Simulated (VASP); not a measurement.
# Cu (P6_3/mmc) in VASP: further runs

Runs on Cu. Level: LDA. Tasks: single point.

All numbers are computed with VASP 6.6.1; they aren't measurements. Logs are shortened: lines on timing, memory, paths and dates and some standing lists are left out, and cuts for length are marked.

## 1. The cell of the first run

It takes space group P6_3/mmc (No. 194, hexagonal). The conventional cell has a = 2.534 Å, b = 2.534 Å, c = 4.113 Å, α = 90.00°, β = 90.00°, γ = 120.00°. Cu (site symmetry -6m2) has 12 Cu at 2.52 to 2.53 Å within 3.3 Å.

## 2. Single point, LDA

File INCAR:

```
PREC = Accurate ; ENCUT = 520
EDIFF = 1E-7 ; ISMEAR = -1
SIGMA = 0.05 ; LREAL = False
LASPH = True ; NELM = 60
ALGO = Normal ; ISIF = 2
LWAVE = False ; LCHARG = False
NBANDS = 18
```

File KPOINTS:

```
Automatic mesh
0
Gamma
  14 14 7
```

File POSCAR:

```
Cu
1.0
    2.5340966700      0.0000000000      0.0000000000
   -1.2670483300      2.1945920900      0.0000000000
    0.0000000000      0.0000000000      4.1125710000
Cu
2
Direct
    0.3333333300      0.6666666700      0.2500000000
    0.6666666700      0.3333333300      0.7500000000
```

Potentials or basis: VASP PAW LDA potentials, release 64 (Cu).

Started as:

```sh
$ cat potpaw_LDA.64/Cu/POTCAR > POTCAR
$ mpirun -np 1 vasp_std > vasp.out
```

OUTCAR:

```text
PREC = Accurate
   ENCUT = 520
   EDIFF = 1E-7
   ISMEAR = -1
   LREAL = False
   LASPH = True
   NELM = 60
   ISIF = 2

 ion  position               nearest neighbor table
   1  0.333  0.667  0.250-   2 2.52   2 2.52   2 2.52   2 2.52   2 2.52   2 2.52
   2  0.667  0.333  0.750-   1 2.52   1 2.52   1 2.52   1 2.52   1 2.52   1 2.52

  LATTYP: Found a hexagonal cell.
 ALAT       =     2.5340966700
 C/A-ratio  =     1.6228942837

  Lattice vectors:

 A1 = (   2.5340966700,   0.0000000000,   0.0000000000)
 A2 = (  -1.2670483300,   2.1945920900,   0.0000000000)
 A3 = (   0.0000000000,   0.0000000000,   4.1125710000)

Analysis of symmetry for initial positions (statically):
=====================================================================
 Subroutine PRICEL returns:
 Original cell was already a primitive cell.

 Routine SETGRP: Setting up the symmetry group for a
 hexagonal supercell.

 Subroutine GETGRP returns: Found 24 space group operations
 (whereof 12 operations were pure point group operations)
 out of a pool of 24 trial point group operations.

The static configuration has the point symmetry D_3d.
 The point group associated with its full space group is D_6h.

Analysis of symmetry for dynamics (positions and initial velocities):
=====================================================================
 Subroutine PRICEL returns:
 Original cell was already a primitive cell.

 Routine SETGRP: Setting up the symmetry group for a
 hexagonal supercell.

 Subroutine GETGRP returns: Found 24 space group operations
 (whereof 12 operations were pure point group operations)
 out of a pool of 24 trial point group operations.

The dynamic configuration has the point symmetry D_3d.
 The point group associated with its full space group is D_6h.

 Subroutine INISYM returns: Found 24 space group operations
 (whereof 12 operations are pure point group operations),
 and found     1 'primitive' translations

----------------------------------------------------------------------------------------

                                     Primitive cell

  volume of cell :      22.8713

  direct lattice vectors                    reciprocal lattice vectors
     2.534096670  0.000000000  0.000000000     0.394617937  0.227832771  0.000000000
    -1.267048330  2.194592090  0.000000000     0.000000000  0.455665545  0.000000000
     0.000000000  0.000000000  4.112571000     0.000000000  0.000000000  0.243156896

  length of vectors
     2.534096670  2.534096666  4.112571000     0.455665544  0.455665545  0.243156896

  position of ions in fractional coordinates (direct lattice)
     0.333333330  0.666666670  0.250000000
     0.666666670  0.333333330  0.750000000

  ion indices of the primitive-cell ions
   primitive index   ion index
                 1           1
                 2           2

----------------------------------------------------------------------------------------

 KPOINTS: Automatic mesh

Automatic generation of k-mesh.
 Grid dimensions read from file:
 generate k-points for:   14   14    7

 Generating k-lattice:

  Cartesian coordinates                     Fractional coordinates (reciprocal lattice)
     0.028186995  0.016273769  0.000000000     0.071428571  0.000000000  0.000000000
     0.000000000  0.032547539  0.000000000     0.000000000  0.071428571  0.000000000
     0.000000000  0.000000000  0.034736699     0.000000000  0.000000000  0.142857143

  Length of vectors
     0.032547539  0.032547539  0.034736699

  Shift w.r.t. Gamma in fractional coordinates (k-lattice)
     0.000000000  0.000000000  0.000000000

 Subroutine IBZKPT returns following result:
 ===========================================

 Found     96 irreducible k-points:

 Following reciprocal coordinates:
            Coordinates               Weight
  0.000000  0.000000  0.000000      1.000000
  0.071429  0.000000  0.000000      6.000000
  0.142857  0.000000  0.000000      6.000000
  0.214286  0.000000  0.000000      6.000000
  0.285714  0.000000  0.000000      6.000000
  0.357143  0.000000  0.000000      6.000000
[... 16 lines left out ...]
  0.285714  0.285714  0.000000      6.000000
  0.357143  0.285714  0.000000      6.000000
 [... further k-points ...]
   k-points           NKPTS =     96   k-points in BZ     NKDIM =     96   number of bands    NBANDS=     18
   number of dos      NEDOS =    301   number of ions     NIONS =      2
   total plane-waves  NPLWV =  12800
   dimension x,y,z NGX =    20 NGY =   20 NGZ =   32
   dimension x,y,z NGXF=    40 NGYF=   40 NGZF=   64
   ions per type =               2
   NGX,Y,Z   is equivalent  to a cutoff of  13.12, 13.12, 12.94 a.u.
   NGXF,Y,Z  is equivalent  to a cutoff of  26.24, 26.24, 25.87 a.u.
 SYSTEM =  unknown system
   PREC   = accura    normal or accurate (medium, high low for compatibility)
   ISTART =      0    job   : 0-new  1-cont  2-samecut
   ICHARG =      2    charge: 1-file 2-atom 10-const
   ISPIN  =      1    spin polarized calculation?
   LNONCOLLINEAR =      F non collinear calculations
   LSORBIT =      F    spin-orbit coupling
   LASPH  =      T    aspherical Exc in radial PAW
   ENCUT  =  520.0 eV  38.22 Ry    6.18 a.u.   4.71  4.71  7.65*2*pi/ulx,y,z
   NELM   =     60;   NELMIN=  2; NELMDL= -5     # of ELM steps
   EDIFF  = 0.1E-06   stopping-criterion for ELM
   LREAL  =      F    real-space projection
   EDIFFG = 0.1E-05   stopping-criterion for IOM
   NSW    =      0    number of steps for IOM
   IBRION =     -1    ionic relax: 0-MD 1-quasi-New 2-CG
   NFREE  =      0    steps in history (QN), initial steepest desc. (CG)
   ISIF   =      2    stress and relaxation
   ISYM   =      2    0-nonsym 1-usesym 2-fastsym
   POTIM  = 0.5000    time-step for ionic-motion
   TEBEG  =    0.0;   TEEND  =   0.0 temperature during run
   PSTRESS=    0.0 pullay stress
   NELECT =      22.0000    total number of electrons
   NUPDOWN=      -1.0000    fix difference up-down
   EMIN   =  10.00;   EMAX   =-10.00  energy-range for DOS
   EFERMI =   0.00;   METHOD = LEGACY
   ISMEAR =    -1;   SIGMA  =   0.05  broadening in eV -4-tet -1-fermi 0-gaus
   EFERMI_NEDOS =   21; number of points for ismear=-14 and -15
   IALGO  =     38    algorithm
   IMIX   =      4    mixing-type and parameters
     AMIX     =   0.40;   BMIX     =  1.00
     AMIX_MAG =   1.60;   BMIX_MAG =  1.00
  volume/ion in A,a.u.               =      11.44        77.17
  Fermi-wavevector in a.u.,A,eV,Ry     =   1.616041  3.053874 35.532800  2.611587
  Thomas-Fermi vector in A             =   2.710691
   LORBIT       =      0    0 simple, 1 ext, 2 COOP (PROOUT), +10 PAW based schemes
   GGA     = CA    functional components
   LHFCALC =     F    Hartree Fock is set to
   AEXX    =    0.0000 exact exchange contribution
   IVDW    =     0    specifies the selected vdW correction
   LEPSILON=     F    determine dielectric tensor
   LRPA    =     F    only Hartree local field effects (RPA)
 non-spin polarized calculation
  energy-cutoff  :      520.00
  volume of cell :       22.87
 maximum number of plane-waves:       634
 NGX is ok and might be reduce to    20
   NGX =  9   NGY =  9   NGZ = 15

 number of electron      21.9999979 magnetization

 Free energy of the ion-electron system (eV)
  ---------------------------------------------------
  ext. energy  EPLUGINS =         0.00000000
  ---------------------------------------------------
  free energy    TOTEN  =        -9.37237296 eV

  energy without entropy =       -9.36592477  energy(sigma->0) =       -9.36914887

 E-fermi :   7.6887     XC(G=0): -13.2913

 val. band max:        7.6697692530   @ k =   0.1429   0.0000   0.1429
 cond. band min:       7.6971293075   @ k =   0.2143   0.0714   0.2857
 fundamental gap:      0.0273600546
 Fermi energy:         7.6886864066

 k-point     1 :       0.0000    0.0000    0.0000
  band No.  band energies     occupation
      1      -1.8474      2.00000
      2       2.4583      2.00000
      3       4.5972      2.00000
      4       4.6432      2.00000
      5       4.6432      2.00000
      6       4.8673      2.00000
[... 10 lines left out ...]
     17      31.4746      0.00000
     18      31.4747      0.00000

 k-point     2 :       0.0714    0.0000    0.0000
  band No.  band energies     occupation
      1      -1.6793      2.00000
      2       2.5553      2.00000
      3       4.4847      2.00000
      4       4.7060      2.00000
      5       4.7388      2.00000
      6       4.8380      2.00000
[... 10 lines left out ...]
     17      32.4996      0.00000
     18      32.5279      0.00000

 k-point     3 :       0.1429    0.0000    0.0000
  band No.  band energies     occupation
      1      -1.1833      2.00000
      2       2.8140      2.00000
      3       4.3184      2.00000
      4       4.6446      2.00000
      5       4.7298      2.00000
      6       4.8860      2.00000
[... 10 lines left out ...]
     17      30.8674      0.00000
     18      32.3656      0.00000

 k-point     4 :       0.2143    0.0000    0.0000
  band No.  band energies     occupation
      1      -0.3900      2.00000
      2       3.1180      2.00000
      3       4.1281      2.00000
      4       4.1637      2.00000
      5       4.6352      2.00000
      6       4.8795      2.00000
[... 375 lines left out ...]
      4       3.9576      2.00000
      5       4.4088      2.00000
      6       4.5886      2.00000
[... 10 lines left out ...]
     17      20.2465      0.00000
     18      23.5743      0.00000

 k-point    23 :       0.2857    0.2857    0.0000
  band No.  band energies     occupation
      1       3.2906      2.00000
      2       3.3787      2.00000
      3       3.5957      2.00000
      4       3.7202      2.00000
      5       4.3762      2.00000
      6       4.5763      2.00000
[... 10 lines left out ...]
     17      21.5276      0.00000
     18      22.1934      0.00000

 k-point    24 :       0.3571    0.2857    0.0000
  band No.  band energies     occupation
      1       3.3760      2.00000
      2       3.4274      2.00000
      3       3.5407      2.00000
      4       3.8141      2.00000
      5       4.4083      2.00000
      6       4.4880      2.00000
[... 10 lines left out ...]
     17      20.4161      0.00000
     18      21.8088      0.00000

 [... further k-points ...]
[... 5 lines left out ...]
  --------------------------------------------------------------------------------------
  -------------------------------------------------------------------------------------
  Total       -1.0559060     -1.0559060     -0.9272202     -0.0000000      0.0000000      0.0000000
  in kB      -73.9682639    -73.9682638    -64.9535798     -0.0000002      0.0000000      0.0000000
  external PRESSURE =     -70.9633692 kB  Pullay stress =       0.0000000 kB

 VOLUME and BASIS-vectors are now :
 -----------------------------------------------------------------------------
  energy-cutoff  :      520.00
  volume of cell :       22.87
      direct lattice vectors                 reciprocal lattice vectors
     2.534096670  0.000000000  0.000000000     0.394617937  0.227832771  0.000000000
    -1.267048330  2.194592090  0.000000000     0.000000000  0.455665545  0.000000000
     0.000000000  0.000000000  4.112571000     0.000000000  0.000000000  0.243156896

 POSITION                                       TOTAL-FORCE (eV/Angst)
 -----------------------------------------------------------------------------------
     -0.00000      1.46306      1.02814         0.000000      0.000000      0.000000
      1.26705      0.73153      3.08443         0.000000      0.000000      0.000000
 -----------------------------------------------------------------------------------
    total drift:                               -0.000001      0.000000     -0.000000

  FREE ENERGIE OF THE ION-ELECTRON SYSTEM (eV)
  ---------------------------------------------------
  free  energy   TOTEN  =        -9.3723729599 eV

  energy  without entropy=       -9.3659247740  energy(sigma->0) =       -9.36914887
```

Wall time 73 s (1 thread of AMD EPYC 7R13, shared host); peak memory 0.11 GiB.

Results:

```yaml
Free_energy: -9.3724 eV
Pressure: -7.1 GPa
Band_gap_on_the_k_mesh: zero (band 11 reaches 11.32 eV, above the bottom of band 12 at 5.79 eV)
```

## 3. Single point, LDA

File INCAR:

```
ALGO = Normal ; EDIFF = 1E-6
ENCUT = 520 ; GGA = CA
ISIF = 2 ; ISMEAR = -1
LASPH = T ; LCHARG = F
LREAL = F ; LWAVE = F
NBANDS = 18 ; NELM = 60
PREC = Accurate ; SIGMA = 0.05
```

File KPOINTS:

```
k-points
0
Gamma
  14 14 7
```

POSCAR is that of step 2.

Potentials or basis: VASP PAW LDA potentials, release 64 (Cu).

Started as:

```sh
$ cat potpaw_LDA.64/Cu/POTCAR > POTCAR
$ mpirun -np 1 vasp_std > vasp.out
```

OUTCAR:

```text
EDIFF = 1E-6
   ENCUT = 520
   GGA = CA
   ISIF = 2
   ISMEAR = -1
   LASPH = T
   LREAL = F
   NELM = 60
   PREC = Accurate

 ion  position               nearest neighbor table
   1  0.333  0.667  0.250-   2 2.52   2 2.52   2 2.52   2 2.52   2 2.52   2 2.52
   2  0.667  0.333  0.750-   1 2.52   1 2.52   1 2.52   1 2.52   1 2.52   1 2.52

  LATTYP: Found a hexagonal cell.
 ALAT       =     2.5340966700
 C/A-ratio  =     1.6228942837

  Lattice vectors:

[... 192 lines left out ...]
      4       4.6432      2.00000
      5       4.6432      2.00000
      6       4.8673      2.00000
[... 481 lines left out ...]
      5       4.4083      2.00000
      6       4.4880      2.00000
[... 10 lines left out ...]
     17      20.4161      0.00000
     18      21.8088      0.00000

 [... further k-points ...]
[... 5 lines left out ...]
  --------------------------------------------------------------------------------------
  -------------------------------------------------------------------------------------
  Total       -1.0589264     -1.0589264     -0.9302497     -0.0000000     -0.0000000     -0.0000000
  in kB      -74.1798492    -74.1798491    -65.1657992     -0.0000002     -0.0000000     -0.0000000
  external PRESSURE =     -71.1751658 kB  Pullay stress =       0.0000000 kB

 VOLUME and BASIS-vectors are now :
 -----------------------------------------------------------------------------
  energy-cutoff  :      520.00
  volume of cell :       22.87
      direct lattice vectors                 reciprocal lattice vectors
     2.534096670  0.000000000  0.000000000     0.394617937  0.227832771  0.000000000
    -1.267048330  2.194592090  0.000000000     0.000000000  0.455665545  0.000000000
     0.000000000  0.000000000  4.112571000     0.000000000  0.000000000  0.243156896

 POSITION                                       TOTAL-FORCE (eV/Angst)
 -----------------------------------------------------------------------------------
     -0.00000      1.46306      1.02814        -0.000000     -0.000000      0.000000
      1.26705      0.73153      3.08443         0.000000      0.000000      0.000000
 -----------------------------------------------------------------------------------
    total drift:                               -0.000001      0.000000     -0.000000

  FREE ENERGIE OF THE ION-ELECTRON SYSTEM (eV)
  ---------------------------------------------------
  free  energy   TOTEN  =        -9.3723729426 eV

  energy  without entropy=       -9.3659247628  energy(sigma->0) =       -9.36914885
```

OSZICAR:

```text
N       E                     dE             d eps       ncg     rms          rms(c)
DAV:   1     0.118786750453E+03    0.11879E+03   -0.10502E+04  3800   0.225E+03
DAV:   2    -0.511354076587E+01   -0.12390E+03   -0.11763E+03  3470   0.286E+02
DAV:   3    -0.113093869794E+02   -0.61958E+01   -0.59801E+01  3980   0.882E+01
DAV:   4    -0.113774925602E+02   -0.68106E-01   -0.68049E-01  4146   0.992E+00
DAV:   5    -0.113784279004E+02   -0.93534E-03   -0.93531E-03  4352   0.100E+00    0.113E+01
DAV:   6    -0.101908788124E+02    0.11875E+01   -0.12138E+01  3698   0.104E+02    0.577E+00
DAV:   7    -0.940214895440E+01    0.78873E+00   -0.25026E+00  3810   0.430E+01    0.750E-01
DAV:   8    -0.937740361451E+01    0.24745E-01   -0.22557E-02  4552   0.222E+00    0.513E-01
DAV:   9    -0.937233471887E+01    0.50689E-02   -0.65157E-03  4326   0.237E+00    0.147E-02
DAV:  10    -0.937237115833E+01   -0.36439E-04   -0.21202E-04  4196   0.173E-01    0.749E-03
DAV:  11    -0.937237300143E+01   -0.18431E-05   -0.31702E-06  4084   0.372E-02    0.283E-03
DAV:  12    -0.937237294258E+01    0.58847E-07   -0.71235E-07  2464   0.196E-02
   1 F= -.93723729E+01 E0= -.93691489E+01  d E =-.644818E-02
```

Run time: 80 s. Hardware: 1 thread of AMD EPYC 7R13, shared host; peak memory 0.11 GiB.

What came out:

```yaml
Free_energy: -9.3724 eV
Pressure: -7.1 GPa
Band_gap_on_the_k_mesh: zero (band 11 reaches 11.32 eV, above the bottom of band 12 at 5.79 eV)
```

Stress tensor (GPa, compression positive):
```
-7.42  0.00  0.00
 0.00 -7.42  0.00
 0.00  0.00 -6.52
```
